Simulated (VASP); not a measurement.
A run of VASP 6.6.1 is set up as follows.

The input INCAR:

```
PREC = Accurate ; ENCUT = 500
EDIFF = 1E-7 ; ISMEAR = 0
SIGMA = 0.1 ; LREAL = False
LASPH = True ; NELM = 120
ALGO = Normal ; ISIF = 3
LWAVE = False ; LCHARG = False
GGA = PE ; IBRION = 2
NSW = 90 ; EDIFFG = -0.04
GGA_COMPAT = False ; NELMIN = 4
```

KPOINTS

```
Automatic mesh
0
Gamma
  3 3 4
```

Contents of POSCAR:

```
ZnSe3
1.0
    6.2336664500      0.0000000000      0.0000000000
   -3.1168332300      5.3985135000      0.0000000000
    0.0000000000      0.0000000000      6.0101209100
Zn Se
2 6
Direct
    0.3333333300      0.6666666700      0.7500000000
    0.6666666700      0.3333333300      0.2500000000
    0.8652034000      0.7304067900      0.2500000000
    0.2695932100      0.1347966000      0.2500000000
    0.8652034000      0.1347966000      0.2500000000
    0.1347966000      0.2695932100      0.7500000000
    0.7304067900      0.8652034000      0.7500000000
    0.1347966000      0.8652034000      0.7500000000
```

Potentials or basis: VASP PAW PBE potentials, release 64 (Zn, Se).

Launch:

```bash
$ cat potpaw_PBE.64/Zn/POTCAR potpaw_PBE.64/Se/POTCAR > POTCAR
$ mpirun -np 1 vasp_std > vasp.out
```

**Question.** Predict the space group after relaxing (to 0.1 Å).

**Answer.** P6_3/mmc (No. 194).

**Question.** What does it give for the relaxed cell?

**Answer.** a = 7.657 Å, b = 7.657 Å, c = 4.214 Å, α = 90.00°, β = 90.00°, γ = 120.00°.

**Question.** What does it give for the band gap on the k mesh?

**Answer.** Zero (bands 30 and 31 overlap by 0.44 eV).

Final structure:
```yaml
crystal:
  lattice:
    - [7.65682, 0.00000, 0.00000]
    - [-3.82841, 6.63100, 0.00000]
    - [0.00000, 0.00000, 4.21398]
  atoms:
    - { symbol: Zn, position: [0.33333, 0.66667, 0.75000] }
    - { symbol: Zn, position: [0.66667, 0.33333, 0.25000] }
    - { symbol: Se, position: [0.84838, 0.69676, 0.25000] }
    - { symbol: Se, position: [0.30324, 0.15162, 0.25000] }
    - { symbol: Se, position: [0.84838, 0.15162, 0.25000] }
    - { symbol: Se, position: [0.15162, 0.30324, 0.75000] }
    - { symbol: Se, position: [0.69676, 0.84838, 0.75000] }
    - { symbol: Se, position: [0.15162, 0.84838, 0.75000] }
```

Caveat: the k points lie up to 0.37 Å⁻¹ apart in the final cell; semilocal functionals underestimate gaps, and a narrow one can read as zero; a cell axis changed by over 15 % at a fixed basis, so the end point is rough.
